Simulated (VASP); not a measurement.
# BaTiO3 (R3m) in VASP: a series of runs

The runs below take BaTiO3 through single point, relaxation of cell and atoms, with PBEsol.

All numbers are computed with VASP 6.6.1; they aren't measurements. Logs are shortened: lines on timing, memory, paths and dates and some standing lists are left out, and cuts for length are marked.

## 1. The cell of the first run

The structure is trigonal, space group R3m (No. 160). The conventional cell has a = 5.635 Å, b = 5.635 Å, c = 6.925 Å, α = 90.00°, β = 90.00°, γ = 120.00°. Within 3.6 Å of Ba (site symmetry 3m) lie 12 O at 2.76 to 2.89 Å and 8 Ti at 3.39 to 3.54 Å. Within 2.5 Å of Ti (site symmetry 3m) lie 6 O at 1.88 to 2.12 Å. Within 2.5 Å of O (site symmetry m) lie 2 Ti at 1.88 to 2.12 Å.

## 2. Single point, PBEsol

INCAR

```
  PREC = Accurate
  ENCUT = 600
  EDIFF = 1E-6
  ISMEAR = 0
  SIGMA = 0.02
  LREAL = F
  LASPH = T
  NELM = 120
  ALGO = Normal
  ISIF = 2
  LWAVE = F
  LCHARG = F
  GGA = PS
  NBANDS = 28
  GGA_COMPAT = F
```

KPOINTS

```
regular mesh
0
Gamma
  9 9 9
```

POSCAR

```
BaTiO3
1.0
    2.8173368073      1.6265901641      2.3083507659
   -2.8173368073      1.6265901641      2.3083507659
    0.0000000000     -3.2531803282      2.3083507659
Ba Ti O
1 1 3
Direct
   -0.0023460102     -0.0023460102     -0.0023460102
    0.4866135934      0.4866135934      0.4866135934
    0.5095495374      0.5095495374      0.0158333420
    0.0158333420      0.5095495374      0.5095495374
    0.5095495374      0.0158333420      0.5095495374
```

Potentials or basis: VASP PAW PBE potentials, release 64 (Ba_sv, Ti_sv, O).

Run with:

```console
$ cat potpaw_PBE.64/Ba_sv/POTCAR potpaw_PBE.64/Ti_sv/POTCAR potpaw_PBE.64/O/POTCAR > POTCAR
$ mpirun -np 1 vasp_std > vasp.out
```

OUTCAR:

```text
PREC = Accurate
   ENCUT = 600
   EDIFF = 1E-6
   ISMEAR = 0
   LREAL = F
   LASPH = T
   NELM = 120
   ISIF = 2
   GGA = PS

 ion  position               nearest neighbor table
   1  0.998  0.998  0.998-   4 2.76   5 2.76   3 2.76   3 2.82   3 2.82   5 2.82   4 2.82   4 2.82
                             5 2.82   4 2.89   5 2.89   3 2.89   2 3.39   2 3.43   2 3.43   2 3.43
   2  0.487  0.487  0.487-   4 1.88   5 1.88   3 1.88   5 2.12   4 2.12   3 2.12   1 3.39   1 3.43
                             1 3.43   1 3.43   1 3.48   1 3.48   1 3.48   1 3.54
   3  0.510  0.510  0.016-   2 1.88   2 2.12   1 2.76   1 2.82   1 2.82   1 2.89
   4  0.016  0.510  0.510-   2 1.88   2 2.12   1 2.76   1 2.82   1 2.82   1 2.89
   5  0.510  0.016  0.510-   2 1.88   2 2.12   1 2.76   1 2.82   1 2.82   1 2.89

  LATTYP: Found a trigonal (rhomboedric) cell.
 ALAT       =     3.9889429059
 COS(alpha) =     0.0023185590

  Lattice vectors:

 A1 = (   2.8173368073,   1.6265901641,   2.3083507659)
 A2 = (  -2.8173368073,   1.6265901641,   2.3083507659)
 A3 = (   0.0000000000,  -3.2531803282,   2.3083507659)

Analysis of symmetry for initial positions (statically):
=====================================================================
 Subroutine PRICEL returns:
 Original cell was already a primitive cell.

 Routine SETGRP: Setting up the symmetry group for a
 trigonal (rhombohedral) supercell.

 Subroutine GETGRP returns: Found  6 space group operations
 (whereof  6 operations were pure point group operations)
 out of a pool of 12 trial point group operations.

The static configuration has the point symmetry C_3v.

Analysis of symmetry for dynamics (positions and initial velocities):
=====================================================================
 Subroutine PRICEL returns:
 Original cell was already a primitive cell.

 Routine SETGRP: Setting up the symmetry group for a
 trigonal (rhombohedral) supercell.

 Subroutine GETGRP returns: Found  6 space group operations
 (whereof  6 operations were pure point group operations)
 out of a pool of 12 trial point group operations.

The dynamic configuration has the point symmetry C_3v.

 Subroutine INISYM returns: Found  6 space group operations
 (whereof  6 operations are pure point group operations),
 and found     1 'primitive' translations

----------------------------------------------------------------------------------------

                                     Primitive cell

  volume of cell :      63.4702

  direct lattice vectors                    reciprocal lattice vectors
     2.817336807  1.626590164  2.308350766     0.177472569  0.102463835  0.144403242
    -2.817336807  1.626590164  2.308350766    -0.177472569  0.102463835  0.144403242
     0.000000000 -3.253180328  2.308350766     0.000000000 -0.204927671  0.144403242

  length of vectors
     3.988942906  3.988942906  3.988942906     0.250694329  0.250694329  0.250694329

  position of ions in fractional coordinates (direct lattice)
     0.997653990  0.997653990  0.997653990
     0.486613593  0.486613593  0.486613593
     0.509549537  0.509549537  0.015833342
     0.015833342  0.509549537  0.509549537
     0.509549537  0.015833342  0.509549537

  ion indices of the primitive-cell ions
   primitive index   ion index
                 1           1
                 2           2
                 3           3
                 4           4
                 5           5

----------------------------------------------------------------------------------------

 KPOINTS: regular mesh

Automatic generation of k-mesh.
 Grid dimensions read from file:
 generate k-points for:    9    9    9

 Generating k-lattice:

  Cartesian coordinates                     Fractional coordinates (reciprocal lattice)
     0.019719174  0.011384871  0.016044805     0.111111111 -0.000000000 -0.000000000
    -0.019719174  0.011384871  0.016044805    -0.000000000  0.111111111 -0.000000000
     0.000000000 -0.022769741  0.016044805    -0.000000000 -0.000000000  0.111111111

  Length of vectors
     0.027854925  0.027854925  0.027854925

  Shift w.r.t. Gamma in fractional coordinates (k-lattice)
     0.000000000  0.000000000  0.000000000

 Subroutine IBZKPT returns following result:
 ===========================================

 Found     85 irreducible k-points:

 Following reciprocal coordinates:
            Coordinates               Weight
  0.000000  0.000000  0.000000      1.000000
  0.111111 -0.000000  0.000000      6.000000
  0.222222  0.000000  0.000000      6.000000
  0.333333 -0.000000  0.000000      6.000000
  0.444444  0.000000  0.000000      6.000000
  0.111111  0.111111  0.000000      6.000000
[... 16 lines left out ...]
 -0.333333  0.333333  0.000000      6.000000
  0.444444  0.444444  0.000000      6.000000
 [... further k-points ...]
   k-points           NKPTS =     85   k-points in BZ     NKDIM =     85   number of bands    NBANDS=     28
   number of dos      NEDOS =    301   number of ions     NIONS =      5
   total plane-waves  NPLWV =  32768
   dimension x,y,z NGX =    32 NGY =   32 NGZ =   32
   dimension x,y,z NGXF=    64 NGYF=   64 NGZF=   64
   ions per type =               1   1   3
   NGX,Y,Z   is equivalent  to a cutoff of  13.34, 13.34, 13.34 a.u.
   NGXF,Y,Z  is equivalent  to a cutoff of  26.67, 26.67, 26.67 a.u.
 SYSTEM =  unknown system
   PREC   = accura    normal or accurate (medium, high low for compatibility)
   ISTART =      0    job   : 0-new  1-cont  2-samecut
   ICHARG =      2    charge: 1-file 2-atom 10-const
   ISPIN  =      1    spin polarized calculation?
   LNONCOLLINEAR =      F non collinear calculations
   LSORBIT =      F    spin-orbit coupling
   LASPH  =      T    aspherical Exc in radial PAW
   ENCUT  =  600.0 eV  44.10 Ry    6.64 a.u.   7.97  7.97  7.97*2*pi/ulx,y,z
   NELM   =    120;   NELMIN=  2; NELMDL= -5     # of ELM steps
   EDIFF  = 0.1E-05   stopping-criterion for ELM
   LREAL  =      F    real-space projection
[... 7 lines left out ...]
   TEBEG  =    0.0;   TEEND  =   0.0 temperature during run
   PSTRESS=    0.0 pullay stress
   NELECT =      40.0000    total number of electrons
   NUPDOWN=      -1.0000    fix difference up-down
   EMIN   =  10.00;   EMAX   =-10.00  energy-range for DOS
   EFERMI =   0.00;   METHOD = LEGACY
   ISMEAR =     0;   SIGMA  =   0.02  broadening in eV -4-tet -1-fermi 0-gaus
   EFERMI_NEDOS =   21; number of points for ismear=-14 and -15
   IALGO  =     38    algorithm
   IMIX   =      4    mixing-type and parameters
     AMIX     =   0.40;   BMIX     =  1.00
     AMIX_MAG =   1.60;   BMIX_MAG =  1.00
  volume/ion in A,a.u.               =      12.69        85.66
  Fermi-wavevector in a.u.,A,eV,Ry     =   1.403583  2.652388 26.804102  1.970046
  Thomas-Fermi vector in A             =   2.526231
   LORBIT       =      0    0 simple, 1 ext, 2 COOP (PROOUT), +10 PAW based schemes
   GGA     = PS    functional components
   LHFCALC =     F    Hartree Fock is set to
   AEXX    =    0.0000 exact exchange contribution
   IVDW    =     0    specifies the selected vdW correction
   LEPSILON=     F    determine dielectric tensor
   LRPA    =     F    only Hartree local field effects (RPA)
 non-spin polarized calculation
 Gauss-broadening in eV      SIGMA  =   0.02
  energy-cutoff  :      600.00
  volume of cell :       63.47
 maximum number of plane-waves:      2146
   NGX = 15   NGY = 15   NGZ = 15

 number of electron      39.9999997 magnetization

 Free energy of the ion-electron system (eV)
  ---------------------------------------------------
  ext. energy  EPLUGINS =         0.00000000
  ---------------------------------------------------
  free energy    TOTEN  =       -42.00945265 eV

  energy without entropy =      -42.00945265  energy(sigma->0) =      -42.00945265

 E-fermi :   3.8824     XC(G=0): -11.5573

 val. band max:        3.6827681377   @ k =   0.4444   0.4444   0.4444
 cond. band min:       5.9782640232   @ k =   0.0000   0.0000   0.0000
 fundamental gap:      2.2954958855
 Fermi energy:         3.8823740007

 k-point     1 :       0.0000    0.0000    0.0000
  band No.  band energies     occupation
      1     -52.3271      2.00000
      2     -28.6960      2.00000
      3     -28.6960      2.00000
      4     -28.6902      2.00000
      5     -20.9996      2.00000
      6     -13.0655      2.00000
[... 20 lines left out ...]
     27       8.6769      0.00000
     28      11.0106      0.00000

 k-point     2 :       0.1111   -0.0000    0.0000
  band No.  band energies     occupation
      1     -52.3270      2.00000
      2     -28.7016      2.00000
      3     -28.6957      2.00000
      4     -28.6911      2.00000
      5     -20.9848      2.00000
      6     -13.0732      2.00000
[... 20 lines left out ...]
     27       8.9255      0.00000
     28      11.3143      0.00000

 k-point     3 :       0.2222    0.0000    0.0000
  band No.  band energies     occupation
      1     -52.3267      2.00000
      2     -28.7183      2.00000
      3     -28.6950      2.00000
      4     -28.6909      2.00000
      5     -20.9468      2.00000
      6     -13.1284      2.00000
[... 20 lines left out ...]
     27       9.6028      0.00000
     28      12.1540      0.00000

 k-point     4 :       0.3333   -0.0000    0.0000
  band No.  band energies     occupation
      1     -52.3263      2.00000
      2     -28.7375      2.00000
      3     -28.6943      2.00000
      4     -28.6902      2.00000
      5     -20.9028      2.00000
      6     -13.2326      2.00000
[... 578 lines left out ...]
     27      12.0024      0.00000
     28      13.1625      0.00000

 k-point    23 :      -0.3333    0.3333    0.0000
  band No.  band energies     occupation
      1     -52.3255      2.00000
      2     -28.7373      2.00000
      3     -28.7322      2.00000
      4     -28.6905      2.00000
      5     -20.8324      2.00000
      6     -12.9547      2.00000
[... 20 lines left out ...]
     27      12.1274      0.00000
     28      12.4695      0.00000

 k-point    24 :       0.4444    0.4444    0.0000
  band No.  band energies     occupation
      1     -52.3250      2.00000
      2     -28.7480      2.00000
      3     -28.7442      2.00000
      4     -28.6895      2.00000
      5     -20.7931      2.00000
      6     -12.7595      2.00000
[... 20 lines left out ...]
     27      11.8830      0.00000
     28      13.5756      0.00000

 [... further k-points ...]
[... 5 lines left out ...]
  --------------------------------------------------------------------------------------
  -------------------------------------------------------------------------------------
  Total        0.7109047      0.7109047      0.6979169      0.0000000      0.0000000      0.0000000
  in kB       17.9453531     17.9453531     17.6175024      0.0000000      0.0000000      0.0000000
  external PRESSURE =      17.8360695 kB  Pullay stress =       0.0000000 kB

 VOLUME and BASIS-vectors are now :
 -----------------------------------------------------------------------------
  energy-cutoff  :      600.00
  volume of cell :       63.47
      direct lattice vectors                 reciprocal lattice vectors
     2.817336807  1.626590164  2.308350766     0.177472569  0.102463835  0.144403242
    -2.817336807  1.626590164  2.308350766    -0.177472569  0.102463835  0.144403242
     0.000000000 -3.253180328  2.308350766     0.000000000 -0.204927671  0.144403242

 POSITION                                       TOTAL-FORCE (eV/Angst)
 -----------------------------------------------------------------------------------
      0.00000      0.00000      6.90881         0.000000      0.000000      0.037609
      0.00000      0.00000      3.36982         0.000000      0.000000      0.050136
      0.00000      1.60615      2.38899         0.000000      0.015560     -0.029248
     -1.39096     -0.80307      2.38899        -0.013475     -0.007780     -0.029248
      1.39096     -0.80307      2.38899         0.013475     -0.007780     -0.029248
 -----------------------------------------------------------------------------------
    total drift:                                0.000000     -0.000002      0.000776

  FREE ENERGIE OF THE ION-ELECTRON SYSTEM (eV)
  ---------------------------------------------------
  free  energy   TOTEN  =       -42.0094526539 eV

  energy  without entropy=      -42.0094526539  energy(sigma->0) =      -42.00945265
```

It took 3.5 min on 1 thread of Oxide Virtual Turin-like, shared host; peak memory 0.27 GiB.

What came out:

```
Free energy            : -42.0095 eV
Pressure               : 1.8 GPa
Largest force          : 0.050 eV/Å
Band gap on the k mesh : 2.30 eV (least direct gap 2.61 eV)
```

Forces in eV/Å, atoms in the order of the input:
```
Ba   0.000  0.000  0.038
Ti   0.000  0.000  0.050
O    0.000  0.016 -0.029
O   -0.013 -0.008 -0.029
O    0.013 -0.008 -0.029
```

Levels at points of the mesh, in eV from the valence-band top:
```
           k point  band 18  band 19  band 20  band 21  band 22  band 23
(0.00, 0.00, 0.00)    -0.45    -0.32    -0.32     2.30     2.30     2.44
```

Caveat: the PAW data sets were made with another functional, which shifts forces and pressure a little; spin-orbit coupling is left out, which moves the levels of the heavy elements. Expect the measured gap to be larger: semilocal functionals such as PBEsol lack the derivative discontinuity.

## 3. Single point, PBEsol, collinear spin

This run uses another cell than the first one, of 12.84 Å³/atom.

INCAR

```
SYSTEM = BaTiO3
ALGO = Normal
EDIFF = 1E-6
ENCUT = 600
GGA = PS
GGA_COMPAT = .FALSE.
ISIF = 2
ISMEAR = 0
ISPIN = 2
LASPH = .TRUE.
LCHARG = .FALSE.
LMAXMIX = 4
LORBIT = 11
LREAL = .FALSE.
LWAVE = .FALSE.
MAGMOM = 0 1 0 0 0
NBANDS = 32
NELM = 200
PREC = Accurate
SIGMA = 0.1
```

KPOINTS

```
k-points
0
G
  6 6 6
  0 0 0
```

POSCAR

```
BaTiO3
1.0
    2.8273666084      1.6323808724      2.3183934932
   -2.8273666084      1.6323808724      2.3183934932
    0.0000000000     -3.2647617449      2.3183934932
Ba Ti O
1 1 3
Direct
    0.0000000000      0.0000000000      0.0000000000
    0.4845000000      0.4845000000      0.4845000000
    0.5086000000      0.5086000000      0.0175000000
    0.0175000000      0.5086000000      0.5086000000
    0.5086000000      0.0175000000      0.5086000000
```

Potentials or basis: VASP PAW PBE potentials, release 64 (Ba_sv, Ti_sv, O).

Run with:

```console
$ cat potpaw_PBE.64/Ba_sv/POTCAR potpaw_PBE.64/Ti_sv/POTCAR potpaw_PBE.64/O/POTCAR > POTCAR
$ mpirun -np 1 vasp_std > vasp.out
```

Wall time 2.1 min (1 thread of Oxide Virtual Turin-like, shared host); peak memory 0.26 GiB.

Results (log left out):

* Free energy: -42.0125 eV
* Pressure: 0.5 GPa
* Largest force: 0.135 eV/Å
* Band gap on the k mesh: 2.34 eV (least direct gap 2.74 eV)
* Net moment: 0.00 μB per cell
* Valence electrons inside the program's atomic spheres: Ba 7.97; Ti 10.31; O 5.01

Forces in eV/Å, atoms in the order of the input:
```
Ba   0.000  0.000 -0.126
Ti   0.000  0.000  0.135
O    0.000  0.092 -0.003
O   -0.080 -0.046 -0.003
O    0.080 -0.046 -0.003
```

Stress tensor (GPa, compression positive):
```
0.53 0.00 0.00
0.00 0.53 0.00
0.00 0.00 0.35
```

Levels at points of the mesh, in eV from the valence-band top:
Spin up:
| k point | band 16 | band 17 | band 18 | band 19 | band 20 | band 21 | band 22 | band 23 | band 24 | band 25 |
| --- | --- | --- | --- | --- | --- | --- | --- | --- | --- | --- |
| (0.00, 0.00, 0.00) | -1.33 | -1.08 | -0.54 | -0.40 | -0.40 | 2.34 | 2.34 | 2.48 | 4.51 | 4.51 |
| (0.50, 0.00, 0.00) | -2.13 | -1.71 | -1.66 | -0.97 | -0.84 | 2.52 | 3.78 | 3.88 | 4.48 | 6.18 |
| (0.50, 0.50, 0.00) | -2.75 | -1.64 | -0.90 | -0.85 | -0.10 | 3.86 | 3.86 | 4.19 | 5.07 | 7.77 |
| (0.50, 0.50, 0.50) | -2.40 | -2.36 | -0.02 | -0.02 | 0.00 | 4.33 | 4.49 | 4.49 | 6.53 | 6.53 |
Spin down:
```csv
k point,band 18,band 19,band 20,band 21,band 22,band 23
"(0.00, 0.00, 0.00)",-0.54,-0.40,-0.40,2.34,2.34,2.48
"(0.50, 0.00, 0.00)",-1.66,-0.97,-0.84,2.52,3.78,3.88
"(0.50, 0.50, 0.00)",-0.90,-0.85,-0.10,3.86,3.86,4.19
"(0.50, 0.50, 0.50)",-0.02,-0.02,0.00,4.33,4.49,4.49
```

Caveat: the PAW data sets were made with another functional, which shifts forces and pressure a little; spin-orbit coupling is left out, which moves the levels of the heavy elements. As with any semilocal functional, this PBEsol gap is likely too small.

## 4. Relaxation of cell and atoms, PBEsol

This run uses another cell than the first one, of 12.84 Å³/atom.

INCAR

```
SYSTEM = BaTiO3
PREC = Accurate ; ENCUT = 600
EDIFF = 1E-7 ; ISMEAR = 0
SIGMA = 0.02 ; LREAL = .FALSE.
LASPH = .TRUE. ; NELM = 120
ALGO = Normal ; ISIF = 3
LWAVE = .FALSE. ; LCHARG = .FALSE.
GGA = PS ; IBRION = 2
NSW = 100 ; EDIFFG = -0.002
GGA_COMPAT = .FALSE. ; NELMIN = 4
```

KPOINTS

```
Automatic mesh
0
G
  9 9 9
  0 0 0
```

POSCAR is that of step 3.

Run with:

```console
$ cat potpaw_PBE.64/Ba_sv/POTCAR potpaw_PBE.64/Ti_sv/POTCAR potpaw_PBE.64/O/POTCAR > POTCAR
$ mpirun -np 1 vasp_std > vasp.out
```

Run time: 14 min. Hardware: 1 thread of Oxide Virtual Turin-like, shared host; peak memory 0.29 GiB.

It converged, with:

```
Free energy                           : -42.0147 eV
Relaxed volume                        : 12.84 Å³/atom
Relaxed cell                          : a = 4.004 Å, b = 4.004 Å, c = 4.004 Å, α = 89.86°, β = 89.86°, γ = 89.86°
Space group after relaxing (to 0.1 Å) : R3m (No. 160)
Energy gained by relaxing             : 0.5 meV/atom
Ionic steps                           : 12
Pressure after relaxing               : 0.0 GPa
Band gap on the k mesh                : 2.31 eV (least direct gap 2.65 eV)
```

Step by step:
```csv
step,energy change (eV),largest force (eV/Å),pressure (GPa),volume (Å³)
1,0.0000,0.1368,0.47,64.20
2,-0.0010,0.0700,-0.86,64.55
3,-0.0013,0.0874,-0.45,64.44
4,-0.0022,0.0334,-0.11,64.25
5,-0.0023,0.0110,0.03,64.17
6,-0.0023,0.0125,0.03,64.17
7,-0.0023,0.0063,0.00,64.19
8,-0.0023,0.0056,-0.01,64.20
9,-0.0023,0.0026,0.02,64.19
10,-0.0023,0.0025,0.02,64.19
11,-0.0023,0.0020,0.02,64.20
12,-0.0023,0.0014,0.00,64.21
```

Final structure:
```
Ba Ti O
1.0
     2.82825    1.63289    2.31745
    -2.82825    1.63289    2.31745
     0.00000   -3.26578    2.31745
Ba Ti O
1 1 3
Direct
  0.99792 0.99792 0.99792
  0.48590 0.48590 0.48590
  0.50937 0.50937 0.01664
  0.01664 0.50937 0.50937
  0.50937 0.01664 0.50937
```

Levels at points of the mesh, in eV from the valence-band top:
| k point | band 18 | band 19 | band 20 | band 21 | band 22 | band 23 |
| --- | --- | --- | --- | --- | --- | --- |
| (0.00, 0.00, 0.00) | -0.47 | -0.34 | -0.34 | 2.31 | 2.31 | 2.45 |

Caveat: the PAW data sets were made with another functional, which shifts forces and pressure a little; spin-orbit coupling is left out, which moves the levels of the heavy elements. A k mesh can miss the band edges.

## 5. Overview

| task | spin | cell | k mesh | smearing | gap on the mesh (eV) | pressure (GPa) | largest force (eV/Å) |
| --- | --- | --- | --- | --- | --- | --- | --- |
| single point | off | a = 3.989 Å, angles 89.9°, 5 atoms, atomic positions A | 9 × 9 × 9 | gaussian 0.02 eV | 2.30 | 1.8 | 0.05 |
| single point | collinear | a = 4.004 Å, angles 89.8°, 5 atoms, atomic positions B | 6 × 6 × 6 | gaussian 0.1 eV | 2.34 | 0.5 | 0.14 |
| relaxation of cell and atoms | off | relaxed from a = 4.004 Å, angles 89.8°, 5 atoms, atomic positions B | 9 × 9 × 9 | gaussian 0.02 eV | 2.31 | 0.0 | - |

Alike in all rows: level PBEsol; potentials or basis VASP PAW PBE potentials, release 64 (Ba_sv, Ti_sv, O); cutoff (eV) 600.

Caveats: the PAW data sets were made with another functional, which shifts forces and pressure a little; spin-orbit coupling is left out, which moves the levels of the heavy elements.

Total energies depend on the potentials used, so only differences within one code and one set of settings carry meaning.
